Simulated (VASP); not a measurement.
Here is a VASP 6.6.1 calculation.

The input INCAR:

```
PREC     = Accurate       # precision mode
ENCUT    = 520            # plane-wave cutoff, eV
EDIFF    = 1E-7           # SCF threshold, eV
ISMEAR   = -1             # smearing method
SIGMA    = 0.05           # smearing width, eV
LREAL    = False          # projectors in reciprocal space
LASPH    = True           # aspherical terms in the spheres
NELM     = 100            # most SCF steps
ALGO     = Normal         # electronic algorithm
ISIF     = 2              # what is computed and relaxed
LWAVE    = False          # write WAVECAR
LCHARG   = False          # write CHGCAR
GGA      = CA             # functional
NBANDS   = 36             # bands
```

File KPOINTS:

```
Automatic mesh
0
Gamma
  9 9 1
```

POSCAR

```
Pb
1.0
    3.4928246563      0.0000000000      0.0000000000
   -1.7464123282      3.0248748834      0.0000000000
    0.0000000000      0.0000000000     23.5556381691
Pb
4
Direct
    0.6666666667      0.3333333333      0.3183951097
    0.3333333333      0.6666666667      0.4394650366
    0.0000000000      0.0000000000      0.5605349634
    0.6666666667      0.3333333333      0.6816048903
```

Potentials or basis: VASP PAW LDA potentials, release 64 (Pb_d).

The run is started by

```console
$ cat potpaw_LDA.64/Pb_d/POTCAR > POTCAR
$ mpirun -np 1 vasp_std > vasp.out
```

Estimate the largest force.

0.348 eV/Å.

Predict the band gap on the k mesh.

zero (band 28 reaches 4.55 eV, above the bottom of band 29 at -0.08 eV).

Forces in eV/Å, atoms in the order of the input:
```
Pb   0.000  0.000  0.348
Pb   0.000  0.000 -0.298
Pb   0.000  0.000  0.298
Pb   0.000  0.000 -0.348
```

Caveat: spin-orbit coupling is left out, which moves the levels of the heavy elements.
